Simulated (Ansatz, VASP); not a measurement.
Ta2SiO3 in VASP and in Ansatz

```
CELL_PARAMETERS angstrom
5.26361 0.00000 0.00000
-2.63181 4.55842 0.00000
0.00000 0.00000 3.61629
ATOMIC_POSITIONS crystal
Ta 0.33333 0.66667 0.50000
Ta 0.66667 0.33333 0.50000
Si 0.00000 0.00000 0.00000
O 0.50000 0.00000 0.50000
O 0.00000 0.50000 0.50000
O 0.50000 0.50000 0.50000
```

Alike in both runs: task single point; functional PBE; k mesh 6 × 6 × 6; occupations gaussian, width 0.1 eV; collinear spin.

```csv
,VASP,Ansatz
version,VASP 6.6.1,Ansatz 0.2.0
potentials or method,"VASP PAW PBE potentials, release 64 (Ta_pv, Si, O), cutoff 520 eV","scalar-relativistic, plane waves, PAW"
valence electrons in the cell,44,48
```

|  | VASP | Ansatz | Ansatz less VASP |
| --- | --- | --- | --- |
| gap on the k mesh at the Fermi level (eV) | none | none | - |
| net moment per atom (μB) | 0.00 | 0.00 | 0.000 |

A gap of «none» marks a metal or a gap that the smearing closes. VASP's potentials hold 44 valence electrons a cell and Ansatz's 48, so a difference there can come from the potentials and not from the codes. Ansatz's warnings: seeded moment not kept.

Spin-orbit coupling is off throughout.
